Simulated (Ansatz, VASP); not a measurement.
**One calculation of Si2W, two programs**

File INCAR:

```
SYSTEM = Si2W
ALGO = Normal
EDIFF = 1E-6
ENCUT = 520
ISIF = 2
ISMEAR = 0
LASPH = .True.
LCHARG = .True.
LELF = .True.
LREAL = .False.
LVHAR = .True.
LWAVE = .False.
NBANDS = 18
NELM = 100
PREC = Accurate
SIGMA = 0.15
```

File KPOINTS:

```
k-points
0
Gamma
  20 20 20
  0 0 0
```

The input POSCAR:

```
Si2W
1.0
   -1.7575964172      1.7575964172      3.5747753529
    1.7575964172     -1.7575964172      3.5747753529
    1.7575964172      1.7575964172     -3.5747753529
Si W
2 1
Direct
    0.3346644983      0.3346644983      0.0000000000
    0.6653355017      0.6653355017      0.0000000000
    0.0000000000      0.0000000000      0.0000000000
```

Input for Ansatz:

```yaml
crystal:
  lattice:
    - [-1.7575964172, 1.7575964172, 3.5747753529]
    - [1.7575964172, -1.7575964172, 3.5747753529]
    - [1.7575964172, 1.7575964172, -3.5747753529]
  atoms:
    - { symbol: Si, position: [0.3346644983, 0.3346644983, 0.0] }
    - { symbol: Si, position: [0.6653355017, 0.6653355017, 0.0] }
    - { symbol: W, position: [0.0, 0.0, 0.0] }
basis:
  ecutwfc: 420
kpoints:
  mp_grid: { grid: [20, 20, 20] }
hamiltonian:
  xc: lda
  pseudopotentials: { kind: paw, azcp: { folder: soft_1 } }
scf:
  occupations: { method: gaussian, width: 0.15 }
output:
  forces: true
  stress: true
  eigenvalues: true
```

Alike in both runs: task single point; functional LDA; k mesh 20 × 20 × 20; occupations gaussian, width 0.15 eV; no spin polarisation.

|  | VASP | Ansatz |
| --- | --- | --- |
| version | VASP 6.6.1 | Ansatz 0.2.0 |
| potentials or method | VASP PAW LDA potentials, release 64 (Si, W_sv), cutoff 520 eV | scalar-relativistic, plane waves, PAW |
| valence electrons in the cell | 22 | 22 |

|  | VASP | Ansatz | Ansatz less VASP |
| --- | --- | --- | --- |
| gap on the k mesh at the Fermi level (eV) | none | none | - |
| pressure (GPa) | -9.9 | -10.4 | -0.44 |
| traceless stress, the component that is largest in VASP (GPa) | 45.07 | 44.95 | -0.118 |
| rms of the force components (eV/Å) | 0.229 | 0.221 | -0.0078 |

Ansatz warns that its potentials were made for another functional, while VASP's fit it. LDA's correlation is that of Perdew and Zunger in VASP and of Perdew and Wang (1992) in Ansatz. Atom by atom the forces differ by 0.008 eV/Å (rms over components). A gap of «none» marks a metal or a gap that the smearing closes.

Spin-orbit coupling is off throughout.
